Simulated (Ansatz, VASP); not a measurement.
One calculation of MgO, two programs

```
Mg O
1.0
     3.38050    0.00000    0.00000
    -1.69025    2.92760    0.00000
     0.00000    0.00000    4.40900
Mg O
2 2
Direct
  0.66667 0.33333 0.75000
  0.33333 0.66667 0.25000
  0.66667 0.33333 0.25000
  0.33333 0.66667 0.75000
```

Alike in both runs: task single point; functional PBE; k mesh 9 × 9 × 6; occupations gaussian, width 0.05 eV; no spin polarisation.

|  | VASP | Ansatz |
| --- | --- | --- |
| version | VASP 6.6.1 | Ansatz 0.2.0 |
| potentials or method | VASP PAW PBE potentials, release 64 (Mg, O), cutoff 520 eV | scalar-relativistic, plane waves, PAW |
| valence electrons in the cell | 16 | 32 |

|  | VASP | Ansatz | Ansatz less VASP |
| --- | --- | --- | --- |
| gap on the k mesh at the Fermi level (eV) | 3.39 | 3.41 | +0.021 |
| least direct gap on the mesh (eV) | 3.39 | 3.41 | +0.021 |
| pressure (GPa) | 6.6 | 7.1 | +0.50 |
| traceless stress, the component that is largest in VASP (GPa) | -9.19 | -9.00 | +0.195 |

The functional is the same, so the differences come from potentials, cutoffs and numerics. VASP's potentials hold 16 valence electrons a cell and Ansatz's 32, so a difference there can come from the potentials and not from the codes.
